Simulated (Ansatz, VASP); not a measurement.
## Two plane-wave programs on Al2Cu

```
CELL_PARAMETERS angstrom
-3.11635 3.11635 2.29310
3.11635 -3.11635 2.29310
3.11635 3.11635 -2.29310
ATOMIC_POSITIONS crystal
Al 0.15932 0.65932 0.81864
Al 0.65932 0.84068 0.50000
Al 0.84068 0.34068 0.18136
Al 0.34068 0.15932 0.50000
Cu 0.75000 0.75000 0.00000
Cu 0.25000 0.25000 0.00000
```

Alike in both runs: task single point; functional PBEsol; k mesh 10 × 10 × 10; occupations gaussian, width 0.15 eV; no spin polarisation.

|  | VASP | Ansatz |
| --- | --- | --- |
| version | VASP 6.6.1 | Ansatz 0.2.0 |
| potentials or method | VASP PAW PBE potentials, release 64 (Al, Cu), cutoff 520 eV | scalar-relativistic, plane waves, PAW |
| valence electrons in the cell | 34 | 50 |

VASP gave:

- gap on the k mesh at the Fermi level (eV): none
- pressure (GPa): -1.8
- traceless stress, the component that is largest in VASP (GPa): 9.22
- rms of the force components (eV/Å): 0.091

What did Ansatz give for the same quantities?

gap on the k mesh at the Fermi level (eV): none; pressure (GPa): -2.0; traceless stress, the component that is largest in VASP (GPa): 9.22; rms of the force components (eV/Å): 0.088.

VASP's potentials were made for PBE, not for PBEsol, and Ansatz warns of the same on its side. Atom by atom the forces differ by 0.003 eV/Å (rms over components). A gap of «none» marks a metal or a gap that the smearing closes. VASP's potentials hold 34 valence electrons a cell and Ansatz's 50, so a difference there can come from the potentials and not from the codes.
